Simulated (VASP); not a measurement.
# ScAl3N4 (P-43m) in VASP: single point with PBE

Aim: the single point of ScAl3N4 with PBE.

Program: VASP 6.6.1. These are calculated values, not measurements. Logs are shortened: lines on timing, memory, paths and dates and some standing lists are left out, and cuts for length are marked.

## 1. The cell of the first run

It takes space group P-43m (No. 215, cubic). The conventional cell has a = 4.529 Å, b = 4.529 Å, c = 4.529 Å, α = 90.00°, β = 90.00°, γ = 90.00°. Sc (site symmetry -43m) has 4 N at 2.06 Å within 2.7 Å. Al (site symmetry -42m) has 4 N at 1.93 Å within 2.6 Å. N (site symmetry 3m) has 3 Al at 1.93 Å and 1 Sc at 2.06 Å within 2.6 Å.

## 2. Single point, PBE

Input file INCAR:

```
SYSTEM = ScAl3N4
PREC     = Accurate       ! precision mode
ENCUT    = 600            ! plane-wave cutoff, eV
EDIFF    = 1E-6           ! SCF threshold, eV
ISMEAR   = 0              ! smearing method
SIGMA    = 0.02           ! smearing width, eV
LREAL    = .False.        ! projectors in reciprocal space
LASPH    = .True.         ! aspherical terms in the spheres
NELM     = 120            ! most SCF steps
ALGO     = Normal         ! electronic algorithm
ISIF     = 2              ! what is computed and relaxed
LWAVE    = .False.        ! write WAVECAR
LCHARG   = .False.        ! write CHGCAR
GGA      = PE             ! functional
NBANDS   = 30             ! bands
GGA_COMPAT= .False.
```

Input file KPOINTS:

```
Automatic mesh
0
Gamma
  6 6 6
  0 0 0
```

Input file POSCAR:

```
ScAl3N4
1.0
    4.5289312456      0.0000000000      0.0000000000
    0.0000000000      4.5289312456      0.0000000000
    0.0000000000      0.0000000000      4.5289312456
Sc Al N
1 3 4
Direct
    0.5000000000      0.5000000000      0.5000000000
    0.5000000000      0.0000000000      0.0000000000
    0.0000000000      0.0000000000      0.5000000000
    0.0000000000      0.5000000000      0.0000000000
    0.7627215589      0.2372784411      0.7627215589
    0.7627215589      0.7627215589      0.2372784411
    0.2372784411      0.2372784411      0.2372784411
    0.2372784411      0.7627215589      0.7627215589
```

Potentials or basis: VASP PAW PBE potentials, release 64 (Sc_sv, Al, N).

Run with:

```console
$ cat potpaw_PBE.64/Sc_sv/POTCAR potpaw_PBE.64/Al/POTCAR potpaw_PBE.64/N/POTCAR > POTCAR
$ mpirun -np 1 vasp_std > vasp.out
```

OUTCAR:

```text
SYSTEM = ScAl3N4
   PREC = Accurate
   ENCUT = 600
   EDIFF = 1E-6
   ISMEAR = 0
   LREAL = .False.
   LASPH = .True.
   NELM = 120
   ISIF = 2
   GGA = PE

 ion  position               nearest neighbor table
   1  0.500  0.500  0.500-   5 2.06   6 2.06   7 2.06   8 2.06   3 3.20   4 3.20   2 3.20   2 3.20
                             4 3.20   2 3.20   3 3.20   2 3.20   3 3.20   4 3.20   4 3.20   3 3.20
   2  0.500  0.000  0.000-   5 1.93   6 1.93   7 1.93   8 1.93   3 3.20   4 3.20   1 3.20   1 3.20
                             3 3.20   1 3.20   4 3.20   1 3.20   3 3.20   4 3.20   3 3.20   4 3.20
   3  0.000  0.000  0.500-   5 1.93   6 1.93   7 1.93   8 1.93   2 3.20   4 3.20   1 3.20   2 3.20
                             4 3.20   1 3.20   4 3.20   4 3.20   1 3.20   2 3.20   2 3.20   1 3.20
   4  0.000  0.500  0.000-   5 1.93   6 1.93   7 1.93   8 1.93   2 3.20   3 3.20   1 3.20   1 3.20
                             3 3.20   2 3.20   3 3.20   3 3.20   1 3.20   2 3.20   1 3.20   2 3.20
   5  0.763  0.237  0.763-   2 1.93   3 1.93   4 1.93   1 2.06
   6  0.763  0.763  0.237-   2 1.93   3 1.93   4 1.93   1 2.06
   7  0.237  0.237  0.237-   2 1.93   3 1.93   4 1.93   1 2.06
   8  0.237  0.763  0.763-   2 1.93   3 1.93   4 1.93   1 2.06

  LATTYP: Found a simple cubic cell.
 ALAT       =     4.5289312456

  Lattice vectors:

 A1 = (   4.5289312456,   0.0000000000,   0.0000000000)
 A2 = (   0.0000000000,   4.5289312456,   0.0000000000)
 A3 = (   0.0000000000,   0.0000000000,   4.5289312456)

Analysis of symmetry for initial positions (statically):
=====================================================================
 Subroutine PRICEL returns:
 Original cell was already a primitive cell.

 Routine SETGRP: Setting up the symmetry group for a
 simple cubic supercell.

 Subroutine GETGRP returns: Found 24 space group operations
 (whereof 24 operations were pure point group operations)
 out of a pool of 48 trial point group operations.

The static configuration has the point symmetry T_d .

Analysis of symmetry for dynamics (positions and initial velocities):
=====================================================================
 Subroutine PRICEL returns:
 Original cell was already a primitive cell.

 Routine SETGRP: Setting up the symmetry group for a
 simple cubic supercell.

 Subroutine GETGRP returns: Found 24 space group operations
 (whereof 24 operations were pure point group operations)
 out of a pool of 48 trial point group operations.

The dynamic configuration has the point symmetry T_d .

 Subroutine INISYM returns: Found 24 space group operations
[... 110 lines left out ...]
   ISIF   =      2    stress and relaxation
   ISYM   =      2    0-nonsym 1-usesym 2-fastsym
   POTIM  = 0.5000    time-step for ionic-motion
   TEBEG  =    0.0;   TEEND  =   0.0 temperature during run
   PSTRESS=    0.0 pullay stress
   NELECT =      40.0000    total number of electrons
   NUPDOWN=      -1.0000    fix difference up-down
   EMIN   =  10.00;   EMAX   =-10.00  energy-range for DOS
   EFERMI =   0.00;   METHOD = LEGACY
   ISMEAR =     0;   SIGMA  =   0.02  broadening in eV -4-tet -1-fermi 0-gaus
   EFERMI_NEDOS =   21; number of points for ismear=-14 and -15
   IALGO  =     38    algorithm
   IMIX   =      4    mixing-type and parameters
     AMIX     =   0.40;   BMIX     =  1.00
     AMIX_MAG =   1.60;   BMIX_MAG =  1.00
  volume/ion in A,a.u.               =      11.61        78.36
  Fermi-wavevector in a.u.,A,eV,Ry     =   1.236229  2.336135 20.793285  1.528263
  Thomas-Fermi vector in A             =   2.370847
   LORBIT       =      0    0 simple, 1 ext, 2 COOP (PROOUT), +10 PAW based schemes
   GGA     = PE    functional components
   LHFCALC =     F    Hartree Fock is set to
   AEXX    =    0.0000 exact exchange contribution
   IVDW    =     0    specifies the selected vdW correction
   LEPSILON=     F    determine dielectric tensor
   LRPA    =     F    only Hartree local field effects (RPA)
 non-spin polarized calculation
 Gauss-broadening in eV      SIGMA  =   0.02
  energy-cutoff  :      600.00
  volume of cell :       92.89
 maximum number of plane-waves:      3136
   NGX = 19   NGY = 19   NGZ = 19

 number of electron      40.0000014 magnetization

 Free energy of the ion-electron system (eV)
  ---------------------------------------------------
  ext. energy  EPLUGINS =         0.00000000
  ---------------------------------------------------
  free energy    TOTEN  =       -61.67851526 eV

  energy without entropy =      -61.67851526  energy(sigma->0) =      -61.67851526

 E-fermi :   4.9874     XC(G=0): -10.7225

 val. band max:        4.8175690016   @ k =   0.5000   0.0000   0.0000
 cond. band min:       8.0733539275   @ k =   0.0000   0.0000   0.0000
 fundamental gap:      3.2557849259
 Fermi energy:         4.9873793355

 k-point     1 :       0.0000    0.0000    0.0000
  band No.  band energies     occupation
      1     -41.8437      2.00000
      2     -20.6353      2.00000
      3     -20.6353      2.00000
      4     -20.6353      2.00000
      5      -9.3225      2.00000
      6      -7.0531      2.00000
[... 649 lines left out ...]
     29      13.8675      0.00000
     30      15.0189      0.00000

------------------------ aborting loop because EDIFF is reached ----------------------------------------

  FORCE on cell =-STRESS in cart. coord.  units (eV):
  Direction    XX          YY          ZZ          XY          YZ          ZX
  --------------------------------------------------------------------------------------
  -------------------------------------------------------------------------------------
  Total       -0.0260485     -0.0260485     -0.0260485     -0.0000000      0.0000000     -0.0000000
  in kB       -0.4492689     -0.4492689     -0.4492689     -0.0000000      0.0000000     -0.0000000
  external PRESSURE =      -0.4492689 kB  Pullay stress =       0.0000000 kB

 VOLUME and BASIS-vectors are now :
 -----------------------------------------------------------------------------
  energy-cutoff  :      600.00
  volume of cell :       92.89
      direct lattice vectors                 reciprocal lattice vectors
     4.528931246  0.000000000  0.000000000     0.220802645  0.000000000  0.000000000
     0.000000000  4.528931246  0.000000000     0.000000000  0.220802645  0.000000000
     0.000000000  0.000000000  4.528931246     0.000000000  0.000000000  0.220802645

 POSITION                                       TOTAL-FORCE (eV/Angst)
 -----------------------------------------------------------------------------------
      2.26447      2.26447      2.26447         0.000000      0.000000      0.000000
      2.26447      0.00000      0.00000         0.000000      0.000000      0.000000
      0.00000      0.00000      2.26447         0.000000      0.000000      0.000000
      0.00000      2.26447      0.00000         0.000000      0.000000      0.000000
      3.45431      1.07462      3.45431         0.036662     -0.036662      0.036662
      3.45431      3.45431      1.07462         0.036662      0.036662     -0.036662
      1.07462      1.07462      1.07462        -0.036662     -0.036662     -0.036662
      1.07462      3.45431      3.45431        -0.036662      0.036662      0.036662
 -----------------------------------------------------------------------------------
    total drift:                               -0.000000     -0.000000     -0.000000

  FREE ENERGIE OF THE ION-ELECTRON SYSTEM (eV)
  ---------------------------------------------------
  free  energy   TOTEN  =       -61.6785152583 eV

  energy  without entropy=      -61.6785152583  energy(sigma->0) =      -61.67851526
```

It took 92 s on 1 thread of Intel Xeon 8259CL, shared host; peak memory 0.24 GiB.

What came out:

| Item | Value |
| --- | --- |
| Free energy | -61.6785 eV |
| Pressure | 0.0 GPa |
| Largest force | 0.064 eV/Å |
| Band gap on the k mesh | 3.26 eV, indirect (least direct gap 3.68 eV) |

Forces in eV/Å, atoms in the order of the input:
```
Sc   0.000  0.000  0.000
Al   0.000  0.000  0.000
Al   0.000  0.000  0.000
Al   0.000  0.000  0.000
N    0.037 -0.037  0.037
N    0.037  0.037 -0.037
N   -0.037 -0.037 -0.037
N   -0.037  0.037  0.037
```

Levels at points of the mesh, in eV from the valence-band top:
```
           k point  band 17  band 18  band 19  band 20  band 21  band 22  band 23  band 24
(0.00, 0.00, 0.00)    -1.04    -0.42    -0.42    -0.42     3.26     3.26     3.26     3.51
(0.50, 0.00, 0.00)    -1.40    -0.97     0.00     0.00     4.52     4.52     4.62     5.11
(0.50, 0.50, 0.00)    -0.82    -0.77    -0.14    -0.14     4.88     5.13     5.57     6.05
(0.50, 0.50, 0.50)    -0.64    -0.28    -0.28    -0.28     5.20     5.20     5.88     5.88
```
